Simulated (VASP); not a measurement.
Set up this calculation in VASP 6.6.1, as the native input.

| Quantity | Value |
| --- | --- |
| Task | single point |
| Functional | PBEsol |
| Potentials or basis | VASP PAW PBE potentials, release 64 (Sc_sv) |
| Cutoff | 520 eV |
| k mesh | 13 × 13 × 9 |
| Occupations | fermi-dirac, width 0.05 eV |
| Spin | no spin polarisation |
| Dipole correction | no |
| Further INCAR settings | ALGO = Normal; EDIFF = 1e-06; NBANDS = 18 |

The structure of Sc lies in POSCAR:

```
Sc
1.0
    2.2759444029      2.2759444029      0.0000000000
   -2.2759444029      2.2759444029      0.0000000000
    0.0000000000      0.0000000000      4.5518888058
Sc
2
Direct
    0.0000000000      0.0000000000      0.0000000000
    0.5000000000      0.5000000000      0.5000000000
```

This isn't the form of Sc at room conditions, which is hcp.

One way to write it, as run:

INCAR

```
PREC = Accurate
ENCUT = 520
EDIFF = 1E-6
ISMEAR = -1
SIGMA = 0.05
LREAL = F
LASPH = T
NELM = 100
ALGO = Normal
ISIF = 2
LWAVE = F
LCHARG = F
GGA = PS
NBANDS = 18
```

KPOINTS

```
Automatic mesh
0
Gamma
  13 13 9
```

Potentials or basis: VASP PAW PBE potentials, release 64 (Sc_sv).

The run is started by

```sh
$ cat potpaw_PBE.64/Sc_sv/POTCAR > POTCAR
$ mpirun -np 1 vasp_std > vasp.out
```

Results of the run:

```json
{
 "Pressure": "0.0 GPa",
 "Band gap on the k mesh": "zero (bands 11 and 12 overlap by 1.02 eV)"
}
```

Caveat: the PAW data sets were made with another functional, which shifts forces and pressure a little.

It took 33 s on 1 thread of Intel(R) Xeon(R) 6975P-C (Granite Rapids) (shared host), peak memory 0.22 GiB.
